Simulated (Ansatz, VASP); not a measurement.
C: VASP beside Ansatz

The input INCAR:

```
SYSTEM = C
PREC = Accurate ; ENCUT = 600
EDIFF = 1E-6 ; ISMEAR = 0
SIGMA = 0.02 ; LREAL = .FALSE.
LASPH = .TRUE. ; NELM = 60
ALGO = Normal ; ISIF = 3
LWAVE = .FALSE. ; LCHARG = .FALSE.
GGA = PS ; IBRION = 2
NSW = 80 ; EDIFFG = -0.01
```

Contents of KPOINTS:

```
Automatic mesh
0
G
  12 12 6
  0 0 0
```

File POSCAR:

```
C
1.0
    2.4991206828      0.0000000000      0.0000000000
   -1.2495603414      2.1643019984      0.0000000000
    0.0000000000      0.0000000000      4.1603529925
C
4
Direct
    0.6666666667      0.3333333333      0.0627605541
    0.3333333333      0.6666666667      0.5627605541
    0.6666666667      0.3333333333      0.4372394459
    0.3333333333      0.6666666667      0.9372394459
```

Input for Ansatz:

```yaml
crystal:
  lattice:
    - [2.4991206828, 0.0, 0.0]
    - [-1.2495603414, 2.1643019984, 0.0]
    - [0.0, 0.0, 4.1603529925]
  atoms:
    - { symbol: C, position: [0.6666666667, 0.3333333333, 0.0627605541] }
    - { symbol: C, position: [0.3333333333, 0.6666666667, 0.5627605541] }
    - { symbol: C, position: [0.6666666667, 0.3333333333, 0.4372394459] }
    - { symbol: C, position: [0.3333333333, 0.6666666667, 0.9372394459] }
basis:
  ecutwfc: 420
kpoints:
  mp_grid: { grid: [12, 12, 6] }
hamiltonian:
  xc: pbesol
scf:
  occupations: { method: gaussian, width: 0.02 }
output:
  forces: true
  stress: true
  eigenvalues: true
relax:
  adjacent_minimum: "off"
  f_tol: 0.01
  max_steps: 60
  cell: { stress_tol: 0.1 }
```

Alike in both runs: task relaxation of cell and atoms; functional PBEsol; k mesh 12 × 12 × 6; occupations gaussian, width 0.02 eV; no spin polarisation.

```csv
,VASP,Ansatz
version,VASP 6.6.1,Ansatz 0.2.0
potentials or method,"VASP PAW PBE potentials, release 64 (C), cutoff 600 eV","scalar-relativistic, plane waves, PAW"
valence electrons in the cell,16,16
```

```tsv
	VASP	Ansatz	Ansatz less VASP
gap on the k mesh at the Fermi level, each at its own relaxed structure (eV)	3.04	3.06	+0.014
relaxed volume (Å³/atom)	5.63	5.63	-0.004
relaxed length of the cell vector where the two differ most in proportion (Å)	2.500	2.499	-0.0008
```

VASP's potentials were made for PBE, not for PBEsol.
